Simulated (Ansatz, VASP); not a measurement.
# One calculation of AlN, two programs

INCAR

```
SYSTEM = AlN
ALGO = Normal
EDIFF = 1E-6
EDIFFG = -0.02
ENCUT = 600
GGA = PE
IBRION = 2
ISIF = 3
ISMEAR = 0
LASPH = .True.
LCHARG = .False.
LREAL = .False.
LWAVE = .False.
NELM = 60
NSW = 70
PREC = Accurate
SIGMA = 0.02
```

Contents of KPOINTS:

```
k-points
0
Gamma
  10 10 10
  0 0 0
```

File POSCAR:

```
AlN
1.0
    0.0000000000      2.0351341492      2.0351341492
    2.0351341492      0.0000000000      2.0351341492
    2.0351341492      2.0351341492      0.0000000000
Al N
1 1
Direct
    0.0000000000      0.0000000000      0.0000000000
    0.5000000000      0.5000000000      0.5000000000
```

Input for Ansatz:

```yaml
crystal:
  lattice:
    - [0.0, 2.0351341492, 2.0351341492]
    - [2.0351341492, 0.0, 2.0351341492]
    - [2.0351341492, 2.0351341492, 0.0]
  atoms:
    - { symbol: Al, position: [0.0, 0.0, 0.0] }
    - { symbol: "N", position: [0.5, 0.5, 0.5] }
basis:
  ecutwfc: 420
kpoints:
  mp_grid: { grid: [10, 10, 10] }
hamiltonian:
  xc: pbe
scf:
  occupations: { method: gaussian, width: 0.02 }
output:
  forces: true
  stress: true
  eigenvalues: true
relax:
  adjacent_minimum: "off"
  f_tol: 0.02
  max_steps: 50
  cell: { stress_tol: 0.1 }
```

Alike in both runs: task relaxation of cell and atoms; functional PBE; k mesh 10 × 10 × 10; occupations gaussian, width 0.02 eV; no spin polarisation.

|  | VASP | Ansatz |
| --- | --- | --- |
| version | VASP 6.6.1 | Ansatz 0.2.0 |
| potentials or method | VASP PAW PBE potentials, release 64 (Al, N), cutoff 600 eV | scalar-relativistic, plane waves, PAW |
| valence electrons in the cell | 8 | 8 |

|  | VASP | Ansatz | Ansatz less VASP |
| --- | --- | --- | --- |
| gap on the k mesh at the Fermi level, each at its own relaxed structure (eV) | 4.41 | 4.44 | +0.022 |
| relaxed volume (Å³/atom) | 8.43 | 8.43 | 0.000 |
| relaxed cell length with the largest relative difference (Å) | 2.878 | 2.878 | 0.0000 |

Noted on VASP's run: the relaxation stopped at its first step, so nothing moved.
